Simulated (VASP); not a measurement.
# LaNbF2 (P4/nmm) in VASP: further runs

Runs on LaNbF2. Level: PBE. Tasks: single point, relaxation of cell and atoms.

Everything below comes from runs of VASP 6.6.1. Logs are shortened: lines on timing, memory, paths and dates and some standing lists are left out, and cuts for length are marked.

### 1 The cell of the first run

It takes space group P4/nmm (No. 129, tetragonal). Conventional cell: a = 3.690 Å, b = 3.690 Å, c = 10.387 Å, α = 90.00°, β = 90.00°, γ = 90.00°. La (site symmetry 4mm) has 8 F at 2.55 to 2.61 Å within 3.4 Å. Within 3.4 Å of Nb (site symmetry -4m2) lie 4 Nb at 2.61 Å. F (site symmetry -4m2) has 4 La at 2.55 Å and 8 F at 2.61 to 2.65 Å within 3.4 Å. F (site symmetry 4mm) has 4 La at 2.61 Å and 4 F at 2.65 Å within 3.4 Å.

### 2 Single point, PBE

INCAR reads:

```
SYSTEM = LaNbF2
PREC = Accurate ; ENCUT = 520
EDIFF = 1E-6 ; ISMEAR = 0
SIGMA = 0.1 ; LREAL = .FALSE.
LASPH = .TRUE. ; NELM = 100
ALGO = Normal ; ISIF = 2
LWAVE = .FALSE. ; LCHARG = .FALSE.
GGA = PE ; NBANDS = 48
```

KPOINTS reads:

```
Automatic mesh
0
G
  8 8 4
  0 0 0
```

POSCAR reads:

```
LaNbF2
1.0
    3.6898140738      0.0000000000      0.0000000000
    0.0000000000      3.6898140738      0.0000000000
    0.0000000000      0.0000000000     10.3867443013
La Nb F
2 2 4
Direct
    0.5000000000      0.0000000000      0.8305594944
    0.0000000000      0.5000000000      0.1694405056
    0.5000000000      0.5000000000      0.5000000000
    0.0000000000      0.0000000000      0.5000000000
    0.5000000000      0.5000000000      0.0000000000
    0.0000000000      0.0000000000      0.0000000000
    0.5000000000      0.0000000000      0.1830238778
    0.0000000000      0.5000000000      0.8169761222
```

Potentials or basis: VASP PAW PBE potentials, release 64 (La, Nb_sv, F).

Command:

```bash
$ cat potpaw_PBE.64/La/POTCAR potpaw_PBE.64/Nb_sv/POTCAR potpaw_PBE.64/F/POTCAR > POTCAR
$ mpirun -np 1 vasp_std > vasp.out
```

OUTCAR:

```text
SYSTEM = LaNbF2
   PREC = Accurate
   ENCUT = 520
   EDIFF = 1E-6
   ISMEAR = 0
   LREAL = .FALSE.
   LASPH = .TRUE.
   NELM = 100
   ISIF = 2
   GGA = PE

 ion  position               nearest neighbor table
   1  0.500  0.000  0.831-   5 2.55   6 2.55   5 2.55   6 2.55   8 2.61   8 2.61   8 2.61   8 2.61

   2  0.000  0.500  0.169-   5 2.55   6 2.55   6 2.55   5 2.55   7 2.61   7 2.61   7 2.61   7 2.61

   3  0.500  0.500  0.500-   4 2.61   4 2.61   4 2.61   4 2.61
   4  0.000  0.000  0.500-   3 2.61   3 2.61   3 2.61   3 2.61
   5  0.500  0.500  0.000-   1 2.55   2 2.55   1 2.55   2 2.55
   6  0.000  0.000  0.000-   1 2.55   2 2.55   2 2.55   1 2.55
   7  0.500  0.000  0.183-   2 2.61   2 2.61   2 2.61   2 2.61
   8  0.000  0.500  0.817-   1 2.61   1 2.61   1 2.61   1 2.61

  LATTYP: Found a simple tetragonal cell.
 ALAT       =     3.6898140738
 C/A-ratio  =     2.8149776909

  Lattice vectors:

 A1 = (   3.6898140738,   0.0000000000,   0.0000000000)
 A2 = (   0.0000000000,   3.6898140738,   0.0000000000)
 A3 = (   0.0000000000,   0.0000000000,  10.3867443013)

Analysis of symmetry for initial positions (statically):
=====================================================================
 Subroutine PRICEL returns:
 Original cell was already a primitive cell.

 Routine SETGRP: Setting up the symmetry group for a
 simple tetragonal supercell.

 Subroutine GETGRP returns: Found 16 space group operations
 (whereof  8 operations were pure point group operations)
 out of a pool of 16 trial point group operations.

The static configuration has the point symmetry D_2d.
 The point group associated with its full space group is D_4h.

Analysis of symmetry for dynamics (positions and initial velocities):
=====================================================================
 Subroutine PRICEL returns:
 Original cell was already a primitive cell.

 Routine SETGRP: Setting up the symmetry group for a
 simple tetragonal supercell.

 Subroutine GETGRP returns: Found 16 space group operations
 (whereof  8 operations were pure point group operations)
 out of a pool of 16 trial point group operations.

The dynamic configuration has the point symmetry D_2d.
 The point group associated with its full space group is D_4h.

 Subroutine INISYM returns: Found 16 space group operations
 (whereof  8 operations are pure point group operations),
 and found     1 'primitive' translations

----------------------------------------------------------------------------------------

                                     Primitive cell

  volume of cell :     141.4127

  direct lattice vectors                    reciprocal lattice vectors
     3.689814074  0.000000000  0.000000000     0.271016366  0.000000000  0.000000000
     0.000000000  3.689814074  0.000000000     0.000000000  0.271016366  0.000000000
     0.000000000  0.000000000 10.386744301     0.000000000  0.000000000  0.096276559

  length of vectors
     3.689814074  3.689814074 10.386744301     0.271016366  0.271016366  0.096276559

  position of ions in fractional coordinates (direct lattice)
     0.500000000  0.000000000  0.830559494
     0.000000000  0.500000000  0.169440506
     0.500000000  0.500000000  0.500000000
     0.000000000  0.000000000  0.500000000
     0.500000000  0.500000000  0.000000000
     0.000000000  0.000000000  0.000000000
     0.500000000  0.000000000  0.183023878
     0.000000000  0.500000000  0.816976122

  ion indices of the primitive-cell ions
   primitive index   ion index
                 1           1
                 2           2
                 3           3
                 4           4
                 5           5
                 6           6
                 7           7
                 8           8

----------------------------------------------------------------------------------------

 KPOINTS: Automatic mesh

Automatic generation of k-mesh.
 Grid dimensions read from file:
 generate k-points for:    8    8    4

 Generating k-lattice:

  Cartesian coordinates                     Fractional coordinates (reciprocal lattice)
     0.033877046  0.000000000  0.000000000     0.125000000  0.000000000  0.000000000
     0.000000000  0.033877046  0.000000000     0.000000000  0.125000000  0.000000000
     0.000000000  0.000000000  0.024069140     0.000000000  0.000000000  0.250000000

  Length of vectors
     0.033877046  0.033877046  0.024069140

  Shift w.r.t. Gamma in fractional coordinates (k-lattice)
     0.000000000  0.000000000  0.000000000

 Subroutine IBZKPT returns following result:
 ===========================================

 Found     45 irreducible k-points:

 Following reciprocal coordinates:
            Coordinates               Weight
  0.000000  0.000000  0.000000      1.000000
  0.125000  0.000000  0.000000      4.000000
  0.250000  0.000000  0.000000      4.000000
  0.375000  0.000000  0.000000      4.000000
  0.500000  0.000000  0.000000      2.000000
  0.125000  0.125000  0.000000      4.000000
[... 16 lines left out ...]
  0.375000  0.125000  0.250000     16.000000
  0.500000  0.125000  0.250000      8.000000
 [... further k-points ...]
   k-points           NKPTS =     45   k-points in BZ     NKDIM =     45   number of bands    NBANDS=     48
   number of dos      NEDOS =    301   number of ions     NIONS =      8
   total plane-waves  NPLWV =  62720
   dimension x,y,z NGX =    28 NGY =   28 NGZ =   80
   dimension x,y,z NGXF=    56 NGYF=   56 NGZF=  160
   ions per type =               2   2   4
   NGX,Y,Z   is equivalent  to a cutoff of  12.62, 12.62, 12.80 a.u.
   NGXF,Y,Z  is equivalent  to a cutoff of  25.23, 25.23, 25.61 a.u.
 SYSTEM =  LaNbF2
   PREC   = accura    normal or accurate (medium, high low for compatibility)
   ISTART =      0    job   : 0-new  1-cont  2-samecut
   ICHARG =      2    charge: 1-file 2-atom 10-const
   ISPIN  =      1    spin polarized calculation?
   LNONCOLLINEAR =      F non collinear calculations
   LSORBIT =      F    spin-orbit coupling
   LASPH  =      T    aspherical Exc in radial PAW
   ENCUT  =  520.0 eV  38.22 Ry    6.18 a.u.   6.86  6.86 19.31*2*pi/ulx,y,z
   NELM   =    100;   NELMIN=  2; NELMDL= -5     # of ELM steps
   EDIFF  = 0.1E-05   stopping-criterion for ELM
   LREAL  =      F    real-space projection
   EDIFFG = 0.1E-04   stopping-criterion for IOM
   NSW    =      0    number of steps for IOM
   IBRION =     -1    ionic relax: 0-MD 1-quasi-New 2-CG
   NFREE  =      0    steps in history (QN), initial steepest desc. (CG)
   ISIF   =      2    stress and relaxation
   ISYM   =      2    0-nonsym 1-usesym 2-fastsym
   POTIM  = 0.5000    time-step for ionic-motion
   TEBEG  =    0.0;   TEEND  =   0.0 temperature during run
   PSTRESS=    0.0 pullay stress
   NELECT =      76.0000    total number of electrons
   NUPDOWN=      -1.0000    fix difference up-down
   EMIN   =  10.00;   EMAX   =-10.00  energy-range for DOS
   EFERMI =   0.00;   METHOD = LEGACY
   ISMEAR =     0;   SIGMA  =   0.10  broadening in eV -4-tet -1-fermi 0-gaus
   EFERMI_NEDOS =   21; number of points for ismear=-14 and -15
   IALGO  =     38    algorithm
   IMIX   =      4    mixing-type and parameters
     AMIX     =   0.40;   BMIX     =  1.00
     AMIX_MAG =   1.60;   BMIX_MAG =  1.00
  volume/ion in A,a.u.               =      17.68       119.29
  Fermi-wavevector in a.u.,A,eV,Ry     =   1.331016  2.515255 24.104125  1.771603
  Thomas-Fermi vector in A             =   2.460059
   LORBIT       =      0    0 simple, 1 ext, 2 COOP (PROOUT), +10 PAW based schemes
   GGA     = PE    functional components
   LHFCALC =     F    Hartree Fock is set to
   AEXX    =    0.0000 exact exchange contribution
   IVDW    =     0    specifies the selected vdW correction
   LEPSILON=     F    determine dielectric tensor
   LRPA    =     F    only Hartree local field effects (RPA)
 non-spin polarized calculation
 Gauss-broadening in eV      SIGMA  =   0.10
  energy-cutoff  :      520.00
  volume of cell :      141.41
 maximum number of plane-waves:      3840
 NGX is ok and might be reduce to    28
   NGX = 13   NGY = 13   NGZ = 39

 number of electron      75.9999975 magnetization

 Free energy of the ion-electron system (eV)
  ---------------------------------------------------
  ext. energy  EPLUGINS =         0.00000000
  ---------------------------------------------------
  free energy    TOTEN  =       -55.22374089 eV

  energy without entropy =      -55.19825408  energy(sigma->0) =      -55.21099748

 E-fermi :   8.2355     XC(G=0): -10.5653

 val. band max:        8.2323089025   @ k =   0.1250   0.0000   0.5000
 cond. band min:       8.2414623099   @ k =   0.3750   0.3750   0.0000
 fundamental gap:      0.0091534074
 Fermi energy:         8.2354525888

 k-point     1 :       0.0000    0.0000    0.0000
  band No.  band energies     occupation
      1     -46.4795      2.00000
      2     -45.9238      2.00000
      3     -25.7481      2.00000
      4     -25.6742      2.00000
      5     -23.1618      2.00000
      6     -23.1618      2.00000
[... 40 lines left out ...]
     47       9.4990      0.00000
     48       9.5125      0.00000

 k-point     2 :       0.1250    0.0000    0.0000
  band No.  band energies     occupation
      1     -46.4586      2.00000
      2     -45.9452      2.00000
      3     -25.7272      2.00000
      4     -25.6586      2.00000
      5     -23.1124      2.00000
      6     -23.1052      2.00000
[... 40 lines left out ...]
     47       9.4306      0.00000
     48       9.4813      0.00000

 k-point     3 :       0.2500    0.0000    0.0000
  band No.  band energies     occupation
      1     -46.3990      2.00000
      2     -46.0061      2.00000
      3     -25.6749      2.00000
      4     -25.6217      2.00000
      5     -22.9666      2.00000
      6     -22.9418      2.00000
[... 1060 lines left out ...]
     47       9.3844      0.00000
     48       9.4075      0.00000

 k-point    24 :       0.5000    0.1250    0.2500
  band No.  band energies     occupation
      1     -46.2024      2.00000
      2     -46.2024      2.00000
      3     -25.5695      2.00000
      4     -25.5695      2.00000
      5     -22.8144      2.00000
      6     -22.8144      2.00000
[... 40 lines left out ...]
     47       9.3877      0.00000
     48       9.4253      0.00000

 [... further k-points ...]

------------------------ aborting loop because EDIFF is reached ----------------------------------------

  FORCE on cell =-STRESS in cart. coord.  units (eV):
  Direction    XX          YY          ZZ          XY          YZ          ZX
  --------------------------------------------------------------------------------------
  -------------------------------------------------------------------------------------
  Total       -0.2545322     -0.2545322     -0.2807887      0.0000000      0.0000000      0.0000000
  in kB       -2.8837980     -2.8837980     -3.1812798      0.0000000      0.0000000      0.0000000
  external PRESSURE =      -2.9829586 kB  Pullay stress =       0.0000000 kB

 VOLUME and BASIS-vectors are now :
 -----------------------------------------------------------------------------
  energy-cutoff  :      520.00
  volume of cell :      141.41
      direct lattice vectors                 reciprocal lattice vectors
     3.689814074  0.000000000  0.000000000     0.271016366  0.000000000  0.000000000
     0.000000000  3.689814074  0.000000000     0.000000000  0.271016366  0.000000000
     0.000000000  0.000000000 10.386744301     0.000000000  0.000000000  0.096276559

 POSITION                                       TOTAL-FORCE (eV/Angst)
 -----------------------------------------------------------------------------------
      1.84491      0.00000      8.62681         0.000000      0.000000     -0.013751
      0.00000      1.84491      1.75994        -0.000000      0.000000      0.013751
      1.84491      1.84491      5.19337        -0.000000     -0.000000      0.000000
      0.00000      0.00000      5.19337        -0.000000      0.000000      0.000000
      1.84491      1.84491      0.00000         0.000000      0.000000      0.000000
      0.00000      0.00000      0.00000        -0.000000     -0.000000      0.000000
      1.84491      0.00000      1.90102        -0.000000      0.000000     -0.008579
      0.00000      1.84491      8.48572        -0.000000     -0.000000      0.008579
 -----------------------------------------------------------------------------------
    total drift:                                0.000000      0.000000     -0.000000

  FREE ENERGIE OF THE ION-ELECTRON SYSTEM (eV)
  ---------------------------------------------------
  free  energy   TOTEN  =       -55.2237408867 eV

  energy  without entropy=      -55.1982540757  energy(sigma->0) =      -55.21099748
```

Run time: 3.4 min. Hardware: 1 thread of Intel Xeon 6975P-C (Granite Rapids), shared host; peak memory 0.42 GiB.

What came out:

- Free energy: -55.2237 eV
- Pressure: -0.3 GPa
- Largest force: 0.014 eV/Å
- Band gap on the k mesh: zero (bands 38 and 39 overlap by 0.75 eV)

Forces on the atoms (eV/Å):
```
La   0.000  0.000 -0.014
La   0.000  0.000  0.014
Nb   0.000  0.000  0.000
Nb   0.000  0.000  0.000
F    0.000  0.000  0.000
F    0.000  0.000  0.000
F    0.000  0.000 -0.009
F    0.000  0.000  0.009
```

Caveat: spin-orbit coupling is left out, which moves the levels of the heavy elements.

### 3 Relaxation of cell and atoms, PBE

This run uses another cell than the first one, of 16.80 Å³/atom.

INCAR reads:

```
SYSTEM = LaNbF2
ALGO = Normal ; EDIFF = 1E-7
EDIFFG = -0.08 ; ENCUT = 600
GGA = PE ; IBRION = 2
ISIF = 3 ; ISMEAR = 0
LASPH = .TRUE. ; LCHARG = .FALSE.
LREAL = .FALSE. ; LWAVE = .FALSE.
NELM = 60 ; NSW = 36
PREC = Accurate ; SIGMA = 0.2
```

KPOINTS reads:

```
k-points
0
G
  4 4 2
  0 0 0
```

POSCAR reads:

```
LaNbF2
1.0
    4.0000000000      0.0000000000      0.0000000000
    0.0000000000      4.0000000000      0.0000000000
    0.0000000000      0.0000000000      8.4000000000
La Nb F
2 2 4
Direct
    0.5000000000      0.0000000000      0.8400000000
    0.0000000000      0.5000000000      0.1600000000
    0.5000000000      0.5000000000      0.5000000000
    0.0000000000      0.0000000000      0.5000000000
    0.5000000000      0.5000000000      0.0000000000
    0.0000000000      0.0000000000      0.0000000000
    0.5000000000      0.0000000000      0.3400000000
    0.0000000000      0.5000000000      0.6600000000
```

Potentials or basis: VASP PAW PBE potentials, release 64 (La, Nb_sv, F).

Command:

```bash
$ cat potpaw_PBE.64/La/POTCAR potpaw_PBE.64/Nb_sv/POTCAR potpaw_PBE.64/F/POTCAR > POTCAR
$ mpirun -np 1 vasp_std > vasp.out
```

Run time: 18 min. Hardware: 1 thread of Intel Xeon 6975P-C (Granite Rapids), shared host; peak memory 0.35 GiB.

It converged, with:

```yaml
Free_energy: -55.2173 eV
Relaxed_volume: 17.41 Å³/atom
Relaxed_cell: a = 3.697 Å, b = 3.697 Å, c = 10.188 Å, α = 90.00°, β = 90.00°, γ = 90.00°
Space_group_after_relaxing_to_0.1_Å: P4/nmm (No. 129)
Energy_gained_by_relaxing: 588.9 meV/atom
Ionic_steps: 22
Pressure_after_relaxing: 0.1 GPa
Largest_force_after_relaxing: 0.074 eV/Å
Band_gap_on_the_k_mesh: zero (bands 38 and 39 overlap by 0.71 eV)
```

Forces in eV/Å, atoms in the order of the input:
```
La   0.000  0.000  0.031
La   0.000  0.000 -0.031
Nb   0.000  0.000  0.000
Nb   0.000  0.000  0.000
F    0.000  0.000  0.000
F    0.000  0.000  0.000
F    0.000  0.000 -0.074
F    0.000  0.000  0.074
```

Stress tensor (GPa, compression positive):
```
 0.20  0.00  0.00
 0.00  0.20  0.00
 0.00  0.00 -0.24
```

Step by step:
```
step  energy change (eV)  largest force (eV/Å)  pressure (GPa)  volume (Å³)
   1              0.0000                2.8490            9.26       134.40
   2             -0.7224                0.9602           -5.07       154.18
   3             -0.7560                1.2747           -3.08       150.24
   4             -1.0290                0.8950           -1.83       146.40
   5             -1.1264                1.0546           -0.32       142.96
   6             -1.3526                1.1516            0.59       139.92
   7             -1.7491                1.5147            5.38       130.56
   8             -1.7613                2.3299            9.17       125.81
   9             -1.8239                2.4070            9.14       125.79
  10             -2.0101                2.6433            8.98       125.70
  11             -2.3258                3.1325            9.09       125.42
  12             -2.2317                4.1330           11.27       124.41
  13             -2.4555                3.5410            9.55       125.08
  14             -2.8028                3.2485            6.97       127.45
  15             -3.5410                2.5906            0.64       134.73
  16             -4.0077                1.8267           -7.81       150.12
  17             -4.4103                1.1015           -5.80       147.02
  18             -4.6824                0.4543           -1.02       141.94
  19             -4.6829                0.3731           -1.28       142.16
  20             -4.7003                0.2443           -0.59       140.81
  21             -4.7087                0.1029            0.39       138.98
  22             -4.7112                0.0738            0.05       139.27
```

Final structure:
```yaml
crystal:
  lattice:
    - [3.69736, 0.00000, 0.00000]
    - [0.00000, 3.69736, 0.00000]
    - [0.00000, 0.00000, 10.18800]
  atoms:
    - { symbol: La, position: [0.50000, 0.00000, 0.82814] }
    - { symbol: La, position: [0.00000, 0.50000, 0.17186] }
    - { symbol: Nb, position: [0.50000, 0.50000, 0.50000] }
    - { symbol: Nb, position: [0.00000, 0.00000, 0.50000] }
    - { symbol: F, position: [0.50000, 0.50000, 0.00000] }
    - { symbol: F, position: [0.00000, 0.00000, 0.00000] }
    - { symbol: F, position: [0.50000, 0.00000, 0.18523] }
    - { symbol: F, position: [0.00000, 0.50000, 0.81477] }
```

Levels at points of the mesh, in eV from the Fermi level:
```tsv
k point	band 35	band 36	band 37	band 38	band 39	band 40	band 41	band 42
(0.00, 0.00, 0.00)	-2.82	-1.47	-0.62	-0.60	-0.60	0.00	0.15	1.16
(0.50, 0.00, 0.00)	-0.77	-0.77	0.03	0.03	0.79	0.79	0.90	0.90
(0.50, 0.50, 0.00)	-1.82	-1.82	-0.22	-0.22	0.98	0.98	0.99	0.99
(0.00, 0.00, 0.50)	-2.82	-1.34	-0.59	-0.59	-0.51	-0.27	-0.02	1.18
(0.50, 0.00, 0.50)	-0.79	-0.79	0.04	0.04	0.79	0.79	0.90	0.90
(0.50, 0.50, 0.50)	-1.82	-1.82	-0.05	-0.05	0.86	0.86	0.99	0.99
```

Caveat: the k points lie up to 0.42 Å⁻¹ apart in the final cell, too coarse for converged energies and pressures of a metal; a cell axis changed by over 15 % at a fixed basis, so the end point is rough; spin-orbit coupling is left out, which moves the levels of the heavy elements; the relaxation stopped at a loose force limit of 0.08 eV/Å, so its end isn't a converged minimum.

The gap in the log of VASP goes by the Fermi energy; the results here count the filled bands.